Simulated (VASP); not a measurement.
# HfN in VASP: notebook

The runs below take HfN through single point, with LDA, PBE.

All numbers are computed with VASP 6.6.1; they aren't measurements. Logs are shortened: lines on timing, memory, paths and dates and some standing lists are left out, and cuts for length are marked.

## (1) The cell of the first run

It takes space group Fm-3m (No. 225, cubic). The conventional cell has a = 4.512 Å, b = 4.512 Å, c = 4.512 Å, α = 90.00°, β = 90.00°, γ = 90.00°. Hf (site symmetry m-3m) has 6 N at 2.26 Å within 3.0 Å. Within 3.0 Å of N (site symmetry m-3m) lie 6 Hf at 2.26 Å.

## (2) Single point, LDA, non-collinear spin, zero start, spin-orbit coupling

INCAR

```
PREC = Accurate ; ENCUT = 600
EDIFF = 1E-6 ; ISMEAR = -1
SIGMA = 0.05 ; LREAL = False
LASPH = True ; NELM = 200
ALGO = Normal ; ISIF = 2
LWAVE = False ; LCHARG = False
MAGMOM = 0 0 0 0 0 0 ; LORBIT = 11
LSORBIT = True ; GGA_COMPAT = False
LORBMOM = True ; LMAXMIX = 4
NBANDS = 27
```

KPOINTS

```
Automatic mesh
0
Gamma
  7 7 7
```

POSCAR

```
HfN
1.0
    0.0000000000      2.2560000000      2.2560000000
    2.2560000000      0.0000000000      2.2560000000
    2.2560000000      2.2560000000      0.0000000000
Hf N
1 1
Direct
    0.0000000000      0.0000000000      0.0000000000
    0.5000000000      0.5000000000      0.5000000000
```

Potentials or basis: VASP PAW LDA potentials, release 64 (Hf_pv, N).

Command:

```console
$ cat potpaw_LDA.64/Hf_pv/POTCAR potpaw_LDA.64/N/POTCAR > POTCAR
$ mpirun -np 1 vasp_ncl > vasp.out
```

OUTCAR:

```text
PREC = Accurate
   ENCUT = 600
   EDIFF = 1E-6
   ISMEAR = -1
   LREAL = False
   LASPH = True
   NELM = 200
   ISIF = 2
   LORBIT = 11
   LSORBIT = True

 ion  position               nearest neighbor table
   1  0.000  0.000  0.000-   2 2.26   2 2.26   2 2.26   2 2.26   2 2.26   2 2.26
   2  0.500  0.500  0.500-   1 2.26   1 2.26   1 2.26   1 2.26   1 2.26   1 2.26

  LATTYP: Found a face centered cubic cell.
 ALAT       =     4.5120000000

  Lattice vectors:

 A1 = (   0.0000000000,   2.2560000000,   2.2560000000)
 A2 = (   2.2560000000,   0.0000000000,   2.2560000000)
 A3 = (   2.2560000000,   2.2560000000,   0.0000000000)

Analysis of symmetry for initial positions (statically):
=====================================================================
 Subroutine PRICEL returns:
 Original cell was already a primitive cell.

 Routine SETGRP: Setting up the symmetry group for a
 face centered cubic supercell.

 Subroutine GETGRP returns: Found 48 space group operations
 (whereof 48 operations were pure point group operations)
 out of a pool of 48 trial point group operations.

The static configuration has the point symmetry O_h .

Analysis of symmetry for dynamics (positions and initial velocities):
=====================================================================
 Subroutine PRICEL returns:
 Original cell was already a primitive cell.

 Routine SETGRP: Setting up the symmetry group for a
 face centered cubic supercell.

 Subroutine GETGRP returns: Found 48 space group operations
 (whereof 48 operations were pure point group operations)
 out of a pool of 48 trial point group operations.

The dynamic configuration has the point symmetry O_h .

Analysis of structural, dynamic, and magnetic symmetry:
=====================================================================
 Subroutine PRICEL returns:
 Original cell was already a primitive cell.

 Routine SETGRP: Setting up the symmetry group for a
 face centered cubic supercell.

 Subroutine GETGRP returns: Found 48 space group operations
 (whereof 48 operations were pure point group operations)
 out of a pool of 48 trial point group operations.

The overall configuration has the point symmetry O_h .

 Subroutine INISYM returns: Found 48 space group operations
 (whereof 48 operations are pure point group operations),
 and found     1 'primitive' translations

----------------------------------------------------------------------------------------

                                     Primitive cell

  volume of cell :      22.9640

  direct lattice vectors                    reciprocal lattice vectors
     0.000000000  2.256000000  2.256000000    -0.221631206  0.221631206  0.221631206
     2.256000000  0.000000000  2.256000000     0.221631206 -0.221631206  0.221631206
     2.256000000  2.256000000  0.000000000     0.221631206  0.221631206 -0.221631206

  length of vectors
     3.190465797  3.190465797  3.190465797     0.383876509  0.383876509  0.383876509

  position of ions in fractional coordinates (direct lattice)
     0.000000000  0.000000000  0.000000000
     0.500000000  0.500000000  0.500000000

  ion indices of the primitive-cell ions
   primitive index   ion index
                 1           1
                 2           2

----------------------------------------------------------------------------------------

 KPOINTS: Automatic mesh

Automatic generation of k-mesh.
 Grid dimensions read from file:
 generate k-points for:    7    7    7

 Generating k-lattice:

  Cartesian coordinates                     Fractional coordinates (reciprocal lattice)
    -0.031661601  0.031661601  0.031661601     0.142857143  0.000000000  0.000000000
     0.031661601 -0.031661601  0.031661601     0.000000000  0.142857143  0.000000000
     0.031661601  0.031661601 -0.031661601     0.000000000  0.000000000  0.142857143

  Length of vectors
     0.054839501  0.054839501  0.054839501

  Shift w.r.t. Gamma in fractional coordinates (k-lattice)
     0.000000000  0.000000000  0.000000000

 Subroutine IBZKPT returns following result:
 ===========================================

 Found     20 irreducible k-points:

 Following reciprocal coordinates:
            Coordinates               Weight
  0.000000  0.000000  0.000000      1.000000
  0.142857  0.000000  0.000000      8.000000
  0.285714  0.000000  0.000000      8.000000
  0.428571  0.000000  0.000000      8.000000
  0.142857  0.142857  0.000000      6.000000
  0.285714  0.142857  0.000000     24.000000
[... 28 lines left out ...]
   LSORBIT =      T    spin-orbit coupling
   LASPH  =      T    aspherical Exc in radial PAW
   ENCUT  =  600.0 eV  44.10 Ry    6.64 a.u.   6.37  6.37  6.37*2*pi/ulx,y,z
   NELM   =    200;   NELMIN=  2; NELMDL= -5     # of ELM steps
   EDIFF  = 0.1E-05   stopping-criterion for ELM
   LREAL  =      F    real-space projection
[... 7 lines left out ...]
   TEBEG  =    0.0;   TEEND  =   0.0 temperature during run
   PSTRESS=    0.0 pullay stress
   NELECT =      15.0000    total number of electrons
   NUPDOWN=      -1.0000    fix difference up-down
   EMIN   =  10.00;   EMAX   =-10.00  energy-range for DOS
   EFERMI =   0.00;   METHOD = LEGACY
   ISMEAR =    -1;   SIGMA  =   0.05  broadening in eV -4-tet -1-fermi 0-gaus
   EFERMI_NEDOS =   21; number of points for ismear=-14 and -15
   IALGO  =     38    algorithm
   IMIX   =      4    mixing-type and parameters
     AMIX     =   0.40;   BMIX     =  1.00
     AMIX_MAG =   1.60;   BMIX_MAG =  1.00
  volume/ion in A,a.u.               =      11.48        77.48
  Fermi-wavevector in a.u.,A,eV,Ry     =   1.420440  2.684242 27.451783  2.017649
  Thomas-Fermi vector in A             =   2.541355
   LORBIT       =     11    0 simple, 1 ext, 2 COOP (PROOUT), +10 PAW based schemes
   GGA     = CA    functional components
   LHFCALC =     F    Hartree Fock is set to
   AEXX    =    0.0000 exact exchange contribution
   IVDW    =     0    specifies the selected vdW correction
   LEPSILON=     F    determine dielectric tensor
   LRPA    =     F    only Hartree local field effects (RPA)
  energy-cutoff  :      600.00
  volume of cell :       22.96
 maximum number of plane-waves:      1558
 NGX is ok and might be reduce to    28
   NGX = 13   NGY = 13   NGZ = 13

 number of electron      15.0000000 magnetization       0.0000000      0.0000000      0.0000000

 number of electron      15.0000002 magnetization      -0.0000000      0.0000000     -0.0000000

 number of electron      15.0000002 magnetization       0.0000000     -0.0000000      0.0000000

 Free energy of the ion-electron system (eV)
  ---------------------------------------------------
  ext. energy  EPLUGINS =         0.00000000
  ---------------------------------------------------
  free energy    TOTEN  =       -24.50695705 eV

  energy without entropy =      -24.50089973  energy(sigma->0) =      -24.50392839

 E-fermi :   8.4359     XC(G=0): -13.0016

 val. band max:        8.3881835504   @ k =   0.1429   0.0000   0.0000
 cond. band min:       8.5273911272   @ k =   0.4286   0.1429   0.0000
 fundamental gap:      0.1392075768
 Fermi energy:         8.4358645812

 k-point     1 :       0.0000    0.0000    0.0000
  band No.  band energies     occupation
      1     -27.5230      1.00000
      2     -27.5230      1.00000
      3     -20.4582      1.00000
      4     -20.4582      1.00000
      5     -20.4582      1.00000
      6     -20.4582      1.00000
[... 589 lines left out ...]
     26      18.4426      0.00000
     27      19.5928      0.00000

------------------------ aborting loop because EDIFF is reached ----------------------------------------

  FORCE on cell =-STRESS in cart. coord.  units (eV):
  Direction    XX          YY          ZZ          XY          YZ          ZX
  --------------------------------------------------------------------------------------
  -------------------------------------------------------------------------------------
  Total       -1.3132799     -1.3132799     -1.3132799      0.0000000      0.0000000     -0.0000000
  in kB      -91.6263923    -91.6263923    -91.6263923      0.0000000      0.0000000     -0.0000000
  external PRESSURE =     -91.6263923 kB  Pullay stress =       0.0000000 kB

 VOLUME and BASIS-vectors are now :
 -----------------------------------------------------------------------------
  energy-cutoff  :      600.00
  volume of cell :       22.96
      direct lattice vectors                 reciprocal lattice vectors
     0.000000000  2.256000000  2.256000000    -0.221631206  0.221631206  0.221631206
     2.256000000  0.000000000  2.256000000     0.221631206 -0.221631206  0.221631206
     2.256000000  2.256000000  0.000000000     0.221631206  0.221631206 -0.221631206

 POSITION                                       TOTAL-FORCE (eV/Angst)
 -----------------------------------------------------------------------------------
      0.00000      0.00000      0.00000         0.000000      0.000000     -0.000000
      2.25600      2.25600      2.25600        -0.000000     -0.000000      0.000000
 -----------------------------------------------------------------------------------
    total drift:                                0.000000      0.000000      0.000000

  FREE ENERGIE OF THE ION-ELECTRON SYSTEM (eV)
  ---------------------------------------------------
  free  energy   TOTEN  =       -24.5069570452 eV

  energy  without entropy=      -24.5008997304  energy(sigma->0) =      -24.50392839

 orbital moment (x)

 # of ion     p       d       tot
 ----------------------------------------
  1         0.000  -0.000  -0.000
  2         0.000   0.000   0.000
 ----------------------------------------
            0.000  -0.000  -0.000

 orbital moment (y)

 # of ion     p       d       tot
 ----------------------------------------
  1         0.000   0.000   0.000
  2         0.000   0.000   0.000
 ----------------------------------------
            0.000   0.000   0.000

 orbital moment (z)

 # of ion     p       d       tot
 ----------------------------------------
  1         0.000   0.000   0.000
  2         0.000   0.000   0.000
 ----------------------------------------
            0.000   0.000   0.000

 Spin-Orbit-Coupling matrix elements

 Ion:    1  E_soc:     -1.3374385
 l=   1
     0.0000000    -0.2149599    -0.2149599
    -0.2149599     0.0000000    -0.2149599
    -0.2149599    -0.2149599     0.0000000
 l=   2
     0.0000000    -0.0026150     0.0000000    -0.0026150    -0.0053314
    -0.0026150     0.0000000    -0.0039986    -0.0026150    -0.0013329
     0.0000000    -0.0039986     0.0000000    -0.0039986     0.0000000
    -0.0026150    -0.0026150    -0.0039986     0.0000000    -0.0013329
    -0.0053314    -0.0013329     0.0000000    -0.0013329     0.0000000
 l=   3
     0.0000000     0.0000000     0.0000000     0.0000000     0.0000000     0.0000000     0.0000000
     0.0000000     0.0000000     0.0000000     0.0000000     0.0000000     0.0000000     0.0000000
     0.0000000     0.0000000     0.0000000     0.0000000     0.0000000     0.0000000     0.0000000
     0.0000000     0.0000000     0.0000000     0.0000000     0.0000000     0.0000000     0.0000000
     0.0000000     0.0000000     0.0000000     0.0000000     0.0000000     0.0000000     0.0000000
     0.0000000     0.0000000     0.0000000     0.0000000     0.0000000     0.0000000     0.0000000
     0.0000000     0.0000000     0.0000000     0.0000000     0.0000000     0.0000000     0.0000000

 Ion:    2  E_soc:     -0.0004129
 l=   1
     0.0000000    -0.0000688    -0.0000688
    -0.0000688     0.0000000    -0.0000688
    -0.0000688    -0.0000688     0.0000000
 l=   2
     0.0000000     0.0000000     0.0000000     0.0000000     0.0000000
     0.0000000     0.0000000     0.0000000     0.0000000     0.0000000
     0.0000000     0.0000000     0.0000000     0.0000000     0.0000000
     0.0000000     0.0000000     0.0000000     0.0000000     0.0000000
     0.0000000     0.0000000     0.0000000     0.0000000     0.0000000
 l=   3
     0.0000000     0.0000000     0.0000000     0.0000000     0.0000000     0.0000000     0.0000000
     0.0000000     0.0000000     0.0000000     0.0000000     0.0000000     0.0000000     0.0000000
     0.0000000     0.0000000     0.0000000     0.0000000     0.0000000     0.0000000     0.0000000
     0.0000000     0.0000000     0.0000000     0.0000000     0.0000000     0.0000000     0.0000000
     0.0000000     0.0000000     0.0000000     0.0000000     0.0000000     0.0000000     0.0000000
     0.0000000     0.0000000     0.0000000     0.0000000     0.0000000     0.0000000     0.0000000
     0.0000000     0.0000000     0.0000000     0.0000000     0.0000000     0.0000000     0.0000000

 total charge

# of ion       s       p       d       tot
------------------------------------------
    1        0.294   6.640   1.802   8.737
    2        1.218   2.479   0.000   3.697
--------------------------------------------------
tot          1.513   9.119   1.802  12.434

 magnetization (x)

# of ion       s       p       d       tot
------------------------------------------
    1        0.000  -0.000  -0.000  -0.000
    2       -0.000   0.000   0.000   0.000
--------------------------------------------------
tot          0.000   0.000  -0.000   0.000

 magnetization (y)

# of ion       s       p       d       tot
------------------------------------------
    1        0.000  -0.000   0.000  -0.000
    2       -0.000   0.000   0.000   0.000
--------------------------------------------------
tot         -0.000   0.000   0.000  -0.000

 magnetization (z)

# of ion       s       p       d       tot
------------------------------------------
    1       -0.000  -0.000   0.000  -0.000
    2       -0.000   0.000   0.000   0.000
--------------------------------------------------
tot         -0.000   0.000   0.000   0.000
```

Wall time 26 s (1 thread of AMD EPYC 9R45 (Zen 5), shared host); peak memory 0.19 GiB.

Results:

```
Free energy                                           : -24.5070 eV
Pressure                                              : -9.2 GPa
Net moment                                            : 0.00 μB per cell
Valence electrons inside the program's atomic spheres : Hf 8.74; N 3.70
```

Moments on the atoms (μB; x, y, z):
```
Hf  0.00 0.00 0.00
N   0.00 0.00 0.00
```

Caveat: the cell stands under tension.

## (3) Single point, PBE (atoms moved at random)

INCAR

```
ALGO     = Normal         # electronic algorithm
EDIFF    = 1E-7           # SCF threshold, eV
ENCUT    = 400            # plane-wave cutoff, eV
ISIF     = 2              # what is computed and relaxed
ISMEAR   = 0              # smearing method
LASPH    = True           # aspherical terms in the spheres
LCHARG   = False          # write CHGCAR
LREAL    = False          # projectors in reciprocal space
LWAVE    = False          # write WAVECAR
NELM     = 100            # most SCF steps
PREC     = Accurate       # precision mode
SIGMA    = 0.02           # smearing width, eV
```

KPOINTS

```
k-points
0
Gamma
  9 9 9
```

POSCAR

```
HfN
1.0
    0.0000000000      2.2560000000      2.2560000000
    2.2560000000      0.0000000000      2.2560000000
    2.2560000000      2.2560000000      0.0000000000
Hf N
1 1
Direct
   -0.0036090000      0.0047080000      0.0016950000
    0.4950000000      0.5041690000      0.4938940000
```

Potentials or basis: VASP PAW PBE potentials, release 64 (Hf_pv, N).

Command:

```console
$ cat potpaw_PBE.64/Hf_pv/POTCAR potpaw_PBE.64/N/POTCAR > POTCAR
$ mpirun -np 1 vasp_std > vasp.out
```

It took 80 s on 1 thread of Intel Xeon Platinum 8259CL at 2.50GHz (Skylake/Cascade Lake), shared host; peak memory 0.2 GiB.

Results (log left out):

```yaml
Free_energy: -21.7539 eV
Largest_force: 0.329 eV/Å
Band_gap_on_the_k_mesh: zero (an odd number of electrons rules out a gap without spin polarisation)
```

Forces in eV/Å, atoms in the order of the input:
```
Hf  -0.219 -0.240 -0.051
N    0.219  0.240  0.051
```

Levels at points of the mesh, in eV from the Fermi level:
| k point | band 4 | band 5 | band 6 | band 7 | band 8 | band 9 | band 10 | band 11 |
| --- | --- | --- | --- | --- | --- | --- | --- | --- |
| (0.00, 0.00, 0.00) | -17.52 | -3.02 | -3.02 | -3.02 | -0.33 | -0.31 | -0.31 | 1.85 |

Caveat: the cell differs from its parent crystal (atoms moved at random); the cutoff is under 1.25 times the usual one of these potentials, so pressure, stress and relaxed cells hold a basis-set (Pulay) error; spin-orbit coupling is left out, which moves the levels of the heavy elements.
